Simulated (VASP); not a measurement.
# InSe (R3m) in VASP: single point with PBEsol

Aim: the single point of InSe with PBEsol.

Everything below comes from runs of VASP 6.6.1. Logs are shortened: lines on timing, memory, paths and dates and some standing lists are left out, and cuts for length are marked.

## (1) The cell of the first run

Symmetry: R3m, No. 160, trigonal system. The conventional cell has a = 3.964 Å, b = 3.964 Å, c = 24.313 Å, α = 90.00°, β = 90.00°, γ = 120.00°. In (site symmetry 3m) has 3 Se at 2.63 Å and 1 In at 2.75 Å within 3.5 Å. Within 3.5 Å of In (site symmetry 3m) lie 3 Se at 2.63 Å and 1 In at 2.75 Å. Se (site symmetry 3m) has 3 In at 2.63 Å within 3.5 Å. Se (site symmetry 3m) has 3 In at 2.63 Å within 3.5 Å.

## (2) Single point, PBEsol (volume scaled by 0.94, then relaxed in part)

INCAR

```
SYSTEM = InSe
  PREC = Accurate
  ENCUT = 520
  EDIFF = 1E-7
  ISMEAR = 0
  SIGMA = 0.02
  LREAL = .FALSE.
  LASPH = .TRUE.
  NELM = 60
  ALGO = Normal
  ISIF = 2
  LWAVE = .FALSE.
  LCHARG = .TRUE.
  GGA = PS
  LELF = .TRUE.
  LVHAR = .TRUE.
  NBANDS = 27
```

KPOINTS

```
Automatic mesh
0
G
  12 12 12
  0 0 0
```

POSCAR

```
InSe
1.0
    1.9820250092      1.1443226726      8.1041788894
   -1.9820250092      1.1443226726      8.1041788894
    0.0000000000     -2.2886453452      8.1041788894
In Se
2 2
Direct
   -0.0009061403     -0.0009061403     -0.0009061403
    0.1122933616      0.1122933616      0.1122933616
    0.6126853645      0.6126853645      0.6126853645
    0.8319274141      0.8319274141      0.8319274141
```

Potentials or basis: VASP PAW PBE potentials, release 64 (In_d, Se).

The run is started by

```console
> cat potpaw_PBE.64/In_d/POTCAR potpaw_PBE.64/Se/POTCAR > POTCAR
> mpirun -np 1 vasp_std > vasp.out
```

OUTCAR:

```text
SYSTEM = InSe
   PREC = Accurate
   ENCUT = 520
   EDIFF = 1E-7
   ISMEAR = 0
   LREAL = .FALSE.
   LASPH = .TRUE.
   NELM = 60
   ISIF = 2
   GGA = PS

 ion  position               nearest neighbor table
   1  0.999  0.999  0.999-   3 2.63   3 2.63   3 2.63   2 2.75
   2  0.112  0.112  0.112-   4 2.63   4 2.63   4 2.63   1 2.75
   3  0.613  0.613  0.613-   1 2.63   1 2.63   1 2.63
   4  0.832  0.832  0.832-   2 2.63   2 2.63   2 2.63

  LATTYP: Found a trigonal (rhomboedric) cell.
 ALAT       =     8.4211408365
 COS(alpha) =     0.8892085122

  Lattice vectors:

 A1 = (   1.9820250092,   1.1443226726,   8.1041788894)
 A2 = (  -1.9820250092,   1.1443226726,   8.1041788894)
 A3 = (   0.0000000000,  -2.2886453452,   8.1041788894)

Analysis of symmetry for initial positions (statically):
=====================================================================
 Subroutine PRICEL returns:
 Original cell was already a primitive cell.

 Routine SETGRP: Setting up the symmetry group for a
 trigonal (rhombohedral) supercell.

 Subroutine GETGRP returns: Found  6 space group operations
 (whereof  6 operations were pure point group operations)
 out of a pool of 12 trial point group operations.

The static configuration has the point symmetry C_3v.

Analysis of symmetry for dynamics (positions and initial velocities):
=====================================================================
 Subroutine PRICEL returns:
 Original cell was already a primitive cell.

 Routine SETGRP: Setting up the symmetry group for a
 trigonal (rhombohedral) supercell.

 Subroutine GETGRP returns: Found  6 space group operations
 (whereof  6 operations were pure point group operations)
 out of a pool of 12 trial point group operations.

The dynamic configuration has the point symmetry C_3v.

 Subroutine INISYM returns: Found  6 space group operations
 (whereof  6 operations are pure point group operations),
 and found     1 'primitive' translations

----------------------------------------------------------------------------------------

                                     Primitive cell

  volume of cell :     110.2854

  direct lattice vectors                    reciprocal lattice vectors
     1.982025009  1.144322673  8.104178889     0.252267251  0.145646565  0.041131043
    -1.982025009  1.144322673  8.104178889    -0.252267251  0.145646565  0.041131043
     0.000000000 -2.288645345  8.104178889     0.000000000 -0.291293130  0.041131043

  length of vectors
     8.421140836  8.421140836  8.421140836     0.294182682  0.294182682  0.294182682

  position of ions in fractional coordinates (direct lattice)
     0.999093860  0.999093860  0.999093860
     0.112293362  0.112293362  0.112293362
     0.612685365  0.612685365  0.612685365
     0.831927414  0.831927414  0.831927414

  ion indices of the primitive-cell ions
   primitive index   ion index
                 1           1
                 2           2
                 3           3
                 4           4

----------------------------------------------------------------------------------------

 KPOINTS: Automatic mesh

Automatic generation of k-mesh.
 Grid dimensions read from file:
 generate k-points for:   12   12   12

 Generating k-lattice:

  Cartesian coordinates                     Fractional coordinates (reciprocal lattice)
     0.021022271  0.012137214  0.003427587     0.083333333  0.000000000  0.000000000
    -0.021022271  0.012137214  0.003427587     0.000000000  0.083333333  0.000000000
     0.000000000 -0.024274428  0.003427587     0.000000000  0.000000000  0.083333333

  Length of vectors
     0.024515224  0.024515224  0.024515224

  Shift w.r.t. Gamma in fractional coordinates (k-lattice)
     0.000000000  0.000000000  0.000000000

 Subroutine IBZKPT returns following result:
 ===========================================

 Found    189 irreducible k-points:

 Following reciprocal coordinates:
            Coordinates               Weight
  0.000000  0.000000  0.000000      1.000000
  0.083333 -0.000000 -0.000000      6.000000
  0.166667  0.000000 -0.000000      6.000000
  0.250000  0.000000  0.000000      6.000000
  0.333333  0.000000  0.000000      6.000000
  0.416667  0.000000  0.000000      6.000000
[... 16 lines left out ...]
  0.500000  0.166667  0.000000     12.000000
 -0.416667  0.166667  0.000000     12.000000
 [... further k-points ...]
   k-points           NKPTS =    189   k-points in BZ     NKDIM =    189   number of bands    NBANDS=     27
   number of dos      NEDOS =    301   number of ions     NIONS =      4
   total plane-waves  NPLWV = 262144
   dimension x,y,z NGX =    64 NGY =   64 NGZ =   64
   dimension x,y,z NGXF=   128 NGYF=  128 NGZF=  128
   ions per type =               2   2
   NGX,Y,Z   is equivalent  to a cutoff of  12.63, 12.63, 12.63 a.u.
   NGXF,Y,Z  is equivalent  to a cutoff of  25.27, 25.27, 25.27 a.u.
 SYSTEM =  InSe
   PREC   = accura    normal or accurate (medium, high low for compatibility)
   ISTART =      0    job   : 0-new  1-cont  2-samecut
   ICHARG =      2    charge: 1-file 2-atom 10-const
   ISPIN  =      1    spin polarized calculation?
   LNONCOLLINEAR =      F non collinear calculations
   LSORBIT =      F    spin-orbit coupling
   LASPH  =      T    aspherical Exc in radial PAW
   ENCUT  =  520.0 eV  38.22 Ry    6.18 a.u.  15.66 15.66 15.66*2*pi/ulx,y,z
   NELM   =     60;   NELMIN=  2; NELMDL= -5     # of ELM steps
   EDIFF  = 0.1E-06   stopping-criterion for ELM
   LREAL  =      F    real-space projection
   EDIFFG = 0.1E-05   stopping-criterion for IOM
   NSW    =      0    number of steps for IOM
   IBRION =     -1    ionic relax: 0-MD 1-quasi-New 2-CG
   NFREE  =      0    steps in history (QN), initial steepest desc. (CG)
   ISIF   =      2    stress and relaxation
   ISYM   =      2    0-nonsym 1-usesym 2-fastsym
   POTIM  = 0.5000    time-step for ionic-motion
   TEBEG  =    0.0;   TEEND  =   0.0 temperature during run
   PSTRESS=    0.0 pullay stress
   NELECT =      38.0000    total number of electrons
   NUPDOWN=      -1.0000    fix difference up-down
   EMIN   =  10.00;   EMAX   =-10.00  energy-range for DOS
   EFERMI =   0.00;   METHOD = LEGACY
   ISMEAR =     0;   SIGMA  =   0.02  broadening in eV -4-tet -1-fermi 0-gaus
   EFERMI_NEDOS =   21; number of points for ismear=-14 and -15
   IALGO  =     38    algorithm
   IMIX   =      4    mixing-type and parameters
     AMIX     =   0.40;   BMIX     =  1.00
     AMIX_MAG =   1.60;   BMIX_MAG =  1.00
  volume/ion in A,a.u.               =      27.57       186.06
  Fermi-wavevector in a.u.,A,eV,Ry     =   1.147704  2.168847 17.921941  1.317225
  Thomas-Fermi vector in A             =   2.284383
   LORBIT       =      0    0 simple, 1 ext, 2 COOP (PROOUT), +10 PAW based schemes
   GGA     = PS    functional components
   LHFCALC =     F    Hartree Fock is set to
   AEXX    =    0.0000 exact exchange contribution
   IVDW    =     0    specifies the selected vdW correction
   LEPSILON=     F    determine dielectric tensor
   LRPA    =     F    only Hartree local field effects (RPA)
 non-spin polarized calculation
 Gauss-broadening in eV      SIGMA  =   0.02
  energy-cutoff  :      520.00
  volume of cell :      110.29
 maximum number of plane-waves:      3019
   NGX = 31   NGY = 31   NGZ = 31

 number of electron      38.0000001 magnetization

 Free energy of the ion-electron system (eV)
  ---------------------------------------------------
  ext. energy  EPLUGINS =         0.00000000
  ---------------------------------------------------
  free energy    TOTEN  =       -15.56682639 eV

  energy without entropy =      -15.56682639  energy(sigma->0) =      -15.56682639

 E-fermi :   4.7665     XC(G=0):  -9.4033

 val. band max:        4.6177181676   @ k =   0.5000   0.5000   0.5000
 cond. band min:       4.9533689588   @ k =   0.5000   0.5000   0.5000
 fundamental gap:      0.3356507912
 Fermi energy:         4.7665481867

 k-point     1 :       0.0000    0.0000    0.0000
  band No.  band energies     occupation
      1     -10.2744      2.00000
      2     -10.0621      2.00000
      3     -10.0621      2.00000
      4      -9.9655      2.00000
      5      -9.9655      2.00000
      6      -9.9567      2.00000
[... 19 lines left out ...]
     26      10.0194      0.00000
     27      12.2461      0.00000

 k-point     2 :       0.0833   -0.0000   -0.0000
  band No.  band energies     occupation
      1     -10.2747      2.00000
      2     -10.1015      2.00000
      3     -10.0609      2.00000
      4     -10.0016      2.00000
      5      -9.9598      2.00000
      6      -9.9591      2.00000
[... 19 lines left out ...]
     26      10.1980      0.00000
     27      12.2308      0.00000

 k-point     3 :       0.1667    0.0000   -0.0000
  band No.  band energies     occupation
      1     -10.2836      2.00000
      2     -10.1740      2.00000
      3     -10.0829      2.00000
      4     -10.0589      2.00000
      5      -9.9655      2.00000
      6      -9.9444      2.00000
[... 19 lines left out ...]
     26      10.6056      0.00000
     27      11.4382      0.00000

 k-point     4 :       0.2500    0.0000    0.0000
  band No.  band energies     occupation
      1     -10.3258      2.00000
      2     -10.2104      2.00000
      3     -10.1700      2.00000
      4     -10.0582      2.00000
      5      -9.9740      2.00000
      6      -9.9235      2.00000
[... 19 lines left out ...]
     26      10.9686      0.00000
     27      11.3205      0.00000
[... 516 lines left out ...]
      4     -10.0697      2.00000
      5      -9.9732      2.00000
      6      -9.9063      2.00000
[... 19 lines left out ...]
     26      11.2269      0.00000
     27      11.6054      0.00000

 k-point    23 :       0.5000    0.1667    0.0000
  band No.  band energies     occupation
      1     -10.4180      2.00000
      2     -10.3004      2.00000
      3     -10.2081      2.00000
      4     -10.0742      2.00000
      5      -9.9748      2.00000
      6      -9.8968      2.00000
[... 19 lines left out ...]
     26      11.4671      0.00000
     27      12.1079      0.00000

 k-point    24 :      -0.4167    0.1667    0.0000
  band No.  band energies     occupation
      1     -10.4297      2.00000
      2     -10.3113      2.00000
      3     -10.2070      2.00000
      4     -10.0760      2.00000
      5      -9.9754      2.00000
      6      -9.8933      2.00000
[... 19 lines left out ...]
     26      11.5825      0.00000
     27      12.3885      0.00000

 [... further k-points ...]

------------------------ aborting loop because EDIFF is reached ----------------------------------------

  FORCE on cell =-STRESS in cart. coord.  units (eV):
  Direction    XX          YY          ZZ          XY          YZ          ZX
  --------------------------------------------------------------------------------------
  -------------------------------------------------------------------------------------
  Total        1.1652062      1.1652062      1.1173469      0.0000000      0.0000000      0.0000000
  in kB       16.9276027     16.9276027     16.2323235      0.0000000      0.0000000      0.0000000
  external PRESSURE =      16.6958430 kB  Pullay stress =       0.0000000 kB

 VOLUME and BASIS-vectors are now :
 -----------------------------------------------------------------------------
  energy-cutoff  :      520.00
  volume of cell :      110.29
      direct lattice vectors                 reciprocal lattice vectors
     1.982025009  1.144322673  8.104178889     0.252267251  0.145646565  0.041131043
    -1.982025009  1.144322673  8.104178889    -0.252267251  0.145646565  0.041131043
     0.000000000 -2.288645345  8.104178889     0.000000000 -0.291293130  0.041131043

 POSITION                                       TOTAL-FORCE (eV/Angst)
 -----------------------------------------------------------------------------------
      0.00000      0.00000     24.29051         0.000000     -0.000000      0.025580
      0.00000      0.00000      2.73014         0.000000     -0.000000     -0.025325
      0.00000      0.00000     14.89594         0.000000      0.000000     -0.020075
      0.00000      0.00000     20.22627         0.000000      0.000000      0.019820
 -----------------------------------------------------------------------------------
    total drift:                               -0.000000      0.000000     -0.000101

  FREE ENERGIE OF THE ION-ELECTRON SYSTEM (eV)
  ---------------------------------------------------
  free  energy   TOTEN  =       -15.5668263880 eV

  energy  without entropy=      -15.5668263880  energy(sigma->0) =      -15.56682639
```

It took 35 min on 1 thread of Intel Xeon 6975P-C, shared host; peak memory 0.89 GiB.

What came out:

```
Free energy            : -15.5668 eV
Pressure               : 1.7 GPa
Largest force          : 0.026 eV/Å
Band gap on the k mesh : 0.34 eV, direct
```

Forces on the atoms (eV/Å):
```
In   0.000  0.000  0.026
In   0.000  0.000 -0.025
Se   0.000  0.000 -0.020
Se   0.000  0.000  0.020
```

Caveat: the PAW data sets were made with another functional, which shifts forces and pressure a little; spin-orbit coupling is left out, which moves the levels of the heavy elements. A k mesh can miss the band edges.
